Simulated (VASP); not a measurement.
# Al3GaN4 (P1) in VASP: notebook

The runs below take Al3GaN4 through single point, with PBEsol.

Everything below comes from runs of VASP 6.6.1. Logs are shortened: lines on timing, memory, paths and dates and some standing lists are left out, and cuts for length are marked.

## 1. The cell of the first run

The typed cell holds 16 atoms: a = 4.407 Å, b = 4.407 Å, c = 8.825 Å, α = 90.00°, β = 87.14°, γ = 90.00°.

## 2. Single point, PBEsol

Input file INCAR:

```
ALGO     = Normal         # electronic algorithm
EDIFF    = 1E-6           # SCF threshold, eV
ENCUT    = 520            # plane-wave cutoff, eV
GGA      = PS             # functional
ISIF     = 2              # what is computed and relaxed
ISMEAR   = 0              # smearing method
LASPH    = True           # aspherical terms in the spheres
LCHARG   = False          # write CHGCAR
LREAL    = Auto         
LWAVE    = False          # write WAVECAR
NBANDS   = 56             # bands
NELM     = 100            # most SCF steps
PREC     = Accurate       # precision mode
SIGMA    = 0.05           # smearing width, eV
```

Input file KPOINTS:

```
k-points
0
Gamma
  5 5 3
```

Input file POSCAR:

```
Al3GaN4
1.0
    0.0000000000     -4.4069948432      0.0000000000
    0.0000000000      0.0000000000     -4.4069948432
    8.8139896863     -0.4406994843      0.0000000000
Al Ga N
6 2 8
Direct
    0.4938800000      1.0000000000      0.0612000000
    0.4438800000      1.0000000000      0.5612000000
   -0.0061200000      0.5000000000      0.0612000000
   -0.0561200000      0.5000000000      0.5612000000
    0.4688800000      0.5000000000      0.3112000000
    0.4188800000      0.5000000000      0.8112000000
   -0.0311200000      1.0000000000      0.3112000000
   -0.0811200000      1.0000000000      0.8112000000
    0.2369368965      0.7447077176      0.1835538588
    0.1869368965      0.7447077176      0.6835538588
    0.7263523317      0.2552922824      0.1835538588
    0.6763523317      0.2552922824      0.6835538588
    0.1614076683      0.2552922824      0.9388461412
    0.2114076683      0.2552922824      0.4388461412
    0.6508231035      0.7447077176      0.9388461412
    0.7008231035      0.7447077176      0.4388461412
```

Potentials or basis: VASP PAW PBE potentials, release 64 (Al, Ga_d, N).

The run is started by

```bash
cat potpaw_PBE.64/Al/POTCAR potpaw_PBE.64/Ga_d/POTCAR potpaw_PBE.64/N/POTCAR > POTCAR
mpirun -np 1 vasp_std > vasp.out
```

OUTCAR:

```text
EDIFF = 1E-6
   ENCUT = 520
   GGA = PS
   ISIF = 2
   ISMEAR = 0
   LASPH = True
   LREAL = Auto
   NELM = 100
   PREC = Accurate

 ion  position               nearest neighbor table
   1  0.494  0.000  0.061-  15 1.68  11 1.90   9 1.90  13 2.18   8 2.82   7 3.12   5 3.12   5 3.12
                             7 3.12   3 3.12   3 3.12   3 3.12   3 3.12   6 3.15   6 3.15
   2  0.444  0.000  0.561-  14 1.90  12 1.90  16 1.90  10 1.90   7 3.12   8 3.12   5 3.12   6 3.12
                             5 3.12   6 3.12   7 3.12   8 3.12   4 3.12   4 3.12   4 3.12   4 3.12
   3  0.994  0.500  0.061-  13 1.67   9 1.90  11 1.90  15 2.19   6 2.82   5 3.12   7 3.12   7 3.12
                             5 3.12   1 3.12   1 3.12   1 3.12   1 3.12
   4  0.944  0.500  0.561-  16 1.90  10 1.90  14 1.90  12 1.90   5 3.12   6 3.12   7 3.12   8 3.12
                             7 3.12   8 3.12   5 3.12   6 3.12   2 3.12   2 3.12   2 3.12   2 3.12
   5  0.469  0.500  0.311-  11 1.90  14 1.90   9 1.90  16 1.90   3 3.12   4 3.12   1 3.12   2 3.12
                             1 3.12   2 3.12   3 3.12   4 3.12   7 3.12   7 3.12   7 3.12   7 3.12
   6  0.419  0.500  0.811-  12 1.90  13 1.90  10 1.90  15 1.90   3 2.82   4 3.12   2 3.12   2 3.12
                             4 3.12   8 3.12   8 3.12   8 3.12   8 3.12   1 3.15   1 3.15
   7  0.969  0.000  0.311-   9 1.95  16 1.95  11 1.95  14 1.95   1 3.12   2 3.12   3 3.12   4 3.12
                             3 3.12   4 3.12   1 3.12   2 3.12   5 3.12   5 3.12   5 3.12   5 3.12
   8  0.919  0.000  0.811-  10 1.95  15 1.95  12 1.95  13 1.95   1 2.82   2 3.12   4 3.12   4 3.12
                             2 3.12   6 3.12   6 3.12   6 3.12   6 3.12
   9  0.237  0.745  0.184-   3 1.90   5 1.90   1 1.90   7 1.95
  10  0.187  0.745  0.684-   4 1.90   6 1.90   2 1.90   8 1.95
  11  0.726  0.255  0.184-   1 1.90   5 1.90   3 1.90   7 1.95
  12  0.676  0.255  0.684-   2 1.90   6 1.90   4 1.90   8 1.95
  13  0.161  0.255  0.939-   3 1.67   6 1.90   8 1.95   1 2.18
  14  0.211  0.255  0.439-   2 1.90   5 1.90   4 1.90   7 1.95
  15  0.651  0.745  0.939-   1 1.68   6 1.90   8 1.95   3 2.19
  16  0.701  0.745  0.439-   4 1.90   5 1.90   2 1.90   7 1.95

  LATTYP: Found a simple monoclinic cell.
 ALAT       =     4.4069948432
 B/A-ratio  =     1.0000000000
 C/A-ratio  =     2.0024984394
 COS(beta)  =    -0.0499376169

  Lattice vectors:

 A1 = (   0.0000000000,  -4.4069948432,   0.0000000000)
 A2 = (   0.0000000000,   0.0000000000,   4.4069948432)
 A3 = (  -8.8139896863,   0.4406994843,   0.0000000000)

Analysis of symmetry for initial positions (statically):
=====================================================================
 Subroutine PRICEL returns:
 Original cell was already a primitive cell.

 Routine SETGRP: Setting up the symmetry group for a
 simple monoclinic supercell.

 Subroutine GETGRP returns: Found  1 space group operations
[... 159 lines left out ...]
   EFERMI =   0.00;   METHOD = LEGACY
   ISMEAR =     0;   SIGMA  =   0.05  broadening in eV -4-tet -1-fermi 0-gaus
   EFERMI_NEDOS =   21; number of points for ismear=-14 and -15
   IALGO  =     38    algorithm
   IMIX   =      4    mixing-type and parameters
     AMIX     =   0.40;   BMIX     =  1.00
     AMIX_MAG =   1.60;   BMIX_MAG =  1.00
  volume/ion in A,a.u.               =      10.70        72.20
  Fermi-wavevector in a.u.,A,eV,Ry     =   1.291265  2.440137 22.685883  1.667365
  Thomas-Fermi vector in A             =   2.423046
   LORBIT       =      0    0 simple, 1 ext, 2 COOP (PROOUT), +10 PAW based schemes
   GGA     = PS    functional components
   LHFCALC =     F    Hartree Fock is set to
   AEXX    =    0.0000 exact exchange contribution
   IVDW    =     0    specifies the selected vdW correction
   LEPSILON=     F    determine dielectric tensor
   LRPA    =     F    only Hartree local field effects (RPA)
 non-spin polarized calculation
 Gauss-broadening in eV      SIGMA  =   0.05
  energy-cutoff  :      520.00
  volume of cell :      171.18
 maximum number of plane-waves:      4626
 NGX is ok and might be reduce to    36
   NGX = 17   NGY = 17   NGZ = 33

 number of electron      83.9999981 magnetization

 Free energy of the ion-electron system (eV)
  ---------------------------------------------------
  ext. energy  EPLUGINS =         0.00000000
  ---------------------------------------------------
  free energy    TOTEN  =      -118.15396403 eV

  energy without entropy =     -118.15396403  energy(sigma->0) =     -118.15396403

 E-fermi :   6.0915     XC(G=0): -11.3241

 val. band max:        5.8419678971   @ k =   0.0000   0.0000   0.0000
 cond. band min:       8.8006706334   @ k =   0.0000   0.0000   0.0000
 fundamental gap:      2.9587027363
 Fermi energy:         6.0915023379

 k-point     1 :       0.0000    0.0000    0.0000
  band No.  band energies     occupation
      1      -9.5590      2.00000
      2      -8.6530      2.00000
      3      -8.4462      2.00000
      4      -7.8573      2.00000
      5      -7.8158      2.00000
      6      -7.7994      2.00000
[... 1357 lines left out ...]
     53      14.4339      0.00000
     54      14.8313      0.00000

 [... further k-points ...]

 [bands above 54 left out]

------------------------ aborting loop because EDIFF is reached ----------------------------------------

  FORCE on cell =-STRESS in cart. coord.  units (eV):
  Direction    XX          YY          ZZ          XY          YZ          ZX
  --------------------------------------------------------------------------------------
  -------------------------------------------------------------------------------------
  Total        6.5032837      0.0185613      3.7522901     10.8484171     -3.3070380     -5.1010933
  in kB       60.8675270      0.1737248     35.1195842    101.5358326    -30.9522442    -47.7437171
  external PRESSURE =      32.0536120 kB  Pullay stress =       0.0000000 kB

 VOLUME and BASIS-vectors are now :
 -----------------------------------------------------------------------------
  energy-cutoff  :      520.00
  volume of cell :      171.18
      direct lattice vectors                 reciprocal lattice vectors
     0.000000000 -4.406994843  0.000000000    -0.011345600 -0.226911997  0.000000000
     0.000000000  0.000000000 -4.406994843     0.000000000  0.000000000 -0.226911997
     8.813989686 -0.440699484  0.000000000     0.113455998  0.000000000  0.000000000

 POSITION                                       TOTAL-FORCE (eV/Angst)
 -----------------------------------------------------------------------------------
      0.53942     -2.20350      0.00000         2.182250      2.962441     -2.449945
      4.94641     -2.20350      0.00000         0.019222     -0.009269      0.011462
      0.53942     -4.40699     -2.20350         2.473579      3.220734     -2.501844
      4.94641     -4.40699     -2.20350         0.019906      0.009802      0.008752
      2.74291     -2.20350     -2.20350         0.058248      0.029766      0.053922
      7.14991     -2.20350     -2.20350        -0.199645     -0.376232      0.079343
[... 8 lines left out ...]
      8.27498     -3.28192     -3.28192        -2.182339     -3.172149      2.422358
      3.86799     -3.28192     -3.28192        -0.026288      0.038106     -0.011477
 -----------------------------------------------------------------------------------
    total drift:                                0.006836     -0.008720     -0.001615

  FREE ENERGIE OF THE ION-ELECTRON SYSTEM (eV)
  ---------------------------------------------------
  free  energy   TOTEN  =      -118.1539640346 eV

  energy  without entropy=     -118.1539640346  energy(sigma->0) =     -118.15396403
```

Run time: 21 min. Hardware: 1 thread of Oxide Virtual Turin-like, shared host; peak memory 0.38 GiB.

What came out:

```
Free energy            : -118.1540 eV
Pressure               : 3.2 GPa
Largest force          : 4.966 eV/Å
Band gap on the k mesh : 2.96 eV, direct
```

Forces on the atoms (eV/Å):
```
Al   2.182  2.962 -2.450
Al   0.019 -0.009  0.011
Al   2.474  3.221 -2.502
Al   0.020  0.010  0.009
Al   0.058  0.030  0.054
Al  -0.200 -0.376  0.079
Ga   0.066  0.009  0.068
Ga  -0.217 -0.322  0.038
N    0.194  0.567 -0.077
N   -0.001 -0.046 -0.066
N    0.146  0.580 -0.074
N   -0.042 -0.064 -0.052
N   -2.467 -3.473  2.552
N   -0.024  0.046 -0.002
N   -2.182 -3.172  2.422
N   -0.026  0.038 -0.011
```

Stress tensor (GPa, compression positive):
```
 6.09 10.15 -4.77
10.15  0.02 -3.10
-4.77 -3.10  3.51
```

Caveat: the PAW data sets were made with another functional, which shifts forces and pressure a little. A k mesh can miss the band edges.

## 3. Single point, PBEsol

Input file INCAR:

```
SYSTEM = Al3GaN4
  PREC = Accurate
  ENCUT = 520
  EDIFF = 1E-7
  ISMEAR = 0
  SIGMA = 0.05
  LREAL = Auto
  LASPH = .TRUE.
  NELM = 80
  ALGO = Normal
  ISIF = 2
  LWAVE = .FALSE.
  LCHARG = .FALSE.
  GGA = PS
  NBANDS = 56
```

Input file KPOINTS:

```
Automatic mesh
0
G
  5 5 3
  0 0 0
```

Input file POSCAR:

```
Al3GaN4
1.0
    0.0000000000     -4.4069948432      0.0000000000
    0.0000000000      0.0000000000     -4.4069948432
    8.8139896863     -1.3220984530      0.0000000000
Al Ga N
6 2 8
Direct
    0.4816400000      1.0000000000      0.0612000000
    0.3316400000      1.0000000000      0.5612000000
   -0.0183600000      0.5000000000      0.0612000000
   -0.1683600000      0.5000000000      0.5612000000
    0.4066400000      0.5000000000      0.3112000000
    0.2566400000      0.5000000000      0.8112000000
   -0.0933600000      1.0000000000      0.3112000000
   -0.2433600000      1.0000000000      0.8112000000
    0.2002261248      0.7447077176      0.1835538588
    0.0502261248      0.7447077176      0.6835538588
    0.6896415600      0.2552922824      0.1835538588
    0.5396415600      0.2552922824      0.6835538588
   -0.0263615600      0.2552922824      0.9388461412
    0.1236384400      0.2552922824      0.4388461412
    0.4630538752      0.7447077176      0.9388461412
    0.6130538752      0.7447077176      0.4388461412
```

Potentials or basis: VASP PAW PBE potentials, release 64 (Al, Ga_d, N).

The run is started by

```bash
cat potpaw_PBE.64/Al/POTCAR potpaw_PBE.64/Ga_d/POTCAR potpaw_PBE.64/N/POTCAR > POTCAR
mpirun -np 1 vasp_std > vasp.out
```

Wall time 22 min (1 thread of Oxide Virtual Turin-like, shared host); peak memory 0.38 GiB.

Results (log left out):

| Property | Result |
| --- | --- |
| Free energy | -111.4296 eV |
| Pressure | 12.5 GPa |
| Largest force | 10.814 eV/Å |
| Band gap on the k mesh | 0.86 eV, direct |

Forces in eV/Å, atoms in the order of the input:
```
Al   7.238  0.247 -4.713
Al   0.025 -0.011  0.038
Al   9.042 -0.004 -5.931
Al   0.029  0.018  0.014
Al   0.507  0.085  0.110
Al  -2.593 -1.095  0.250
Ga   0.543  0.023  0.145
Ga  -2.593 -1.017  0.125
N    2.231  1.432 -0.162
N   -0.006 -0.086 -0.134
N    2.100  1.628 -0.230
N   -0.081 -0.146 -0.103
N   -9.060 -0.866  5.806
N   -0.059  0.104 -0.025
N   -7.255 -0.414  4.835
N   -0.070  0.102 -0.024
```

Stress tensor (GPa, compression positive):
```
 33.15  10.78 -10.65
 10.78  -3.20  -5.43
-10.65  -5.43   7.67
```

Levels at points of the mesh, in eV from the valence-band top:
```tsv
k point	band 38	band 39	band 40	band 41	band 42	band 43	band 44	band 45	band 46	band 47
(0.00, 0.00, 0.00)	-1.43	-1.31	-1.22	-0.82	0.00	0.86	1.01	2.59	2.90	3.67
```

Caveat: the PAW data sets were made with another functional, which shifts forces and pressure a little. A hybrid or GW would open this gap; PBEsol tends to underestimate it.
